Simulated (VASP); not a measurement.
Write the native input for VASP 6.6.1 that does the following.

| Quantity | Value |
| --- | --- |
| Task | single point |
| Functional | r2SCAN |
| Potentials or basis | VASP PAW PBE potentials, release 64 (Hg, Te) |
| Cutoff | 520 eV |
| k mesh | 10 × 10 × 10 |
| Occupations | gaussian, width 0.05 eV |
| Spin | no spin polarisation |
| Dipole correction | no |
| Further INCAR settings | ALGO = Normal; EDIFF = 1e-07; NBANDS = 16 |

The system is HgTe.

```
Hg Te
1.0
     0.00000    3.28608    3.28608
     3.31894    0.00000    3.28608
     3.31894    3.28608    0.00000
Hg Te
1 1
Direct
  0.00000 0.00000 0.00000
  0.25000 0.25000 0.25000
```

These files were run (other wordings do the same):

POSCAR

```
HgTe
1.0
    0.0000000000      3.2860752822      3.2860752822
    3.3189360350      0.0000000000      3.2860752822
    3.3189360350      3.2860752822      0.0000000000
Hg Te
1 1
Direct
    0.0000000000      0.0000000000      0.0000000000
    0.2500000000      0.2500000000      0.2500000000
```

INCAR.step1

```
SYSTEM = HgTe
PREC = Accurate
ENCUT = 520
ISMEAR = 0
SIGMA = 0.05
LREAL = .FALSE.
LASPH = .TRUE.
NELM = 60
NBANDS = 16
GGA = PE
ALGO = Normal
EDIFF = 1E-4
LWAVE = .TRUE.
LCHARG = .FALSE.
```

INCAR.step2

```
SYSTEM = HgTe
PREC = Accurate
ENCUT = 520
EDIFF = 1E-7
ISMEAR = 0
SIGMA = 0.05
LREAL = .FALSE.
LASPH = .TRUE.
NELM = 60
ALGO = Normal
ISIF = 2
LWAVE = .FALSE.
LCHARG = .FALSE.
METAGGA = R2SCAN
LMIXTAU = .TRUE.
NBANDS = 16
ISTART = 1
```

KPOINTS

```
regular mesh
0
G
  10 10 10
  0 0 0
```

Potentials or basis: VASP PAW PBE potentials, release 64 (Hg, Te).

The run is started by

```console
$ cat potpaw_PBE.64/Hg/POTCAR potpaw_PBE.64/Te/POTCAR > POTCAR
$ cp INCAR.step1 INCAR
$ mpirun -np 1 vasp_std > vasp.out
$ cp INCAR.step2 INCAR
$ mpirun -np 1 vasp_std > vasp.out
```

It gave:

```json
{
  "Pressure": "-0.3 GPa",
  "Band gap on the k mesh": "zero (filled and empty bands touch)"
}
```

Caveat: semilocal functionals underestimate gaps, and a narrow one can read as zero; the PAW data sets were made with another functional, which shifts forces and pressure a little; spin-orbit coupling is left out, which moves the levels of the heavy elements.

Run time: 5.4 min on 1 thread of Intel(R) Xeon(R) Platinum 8488C (Sapphire Rapids), on a shared host, peak memory 0.3 GiB.
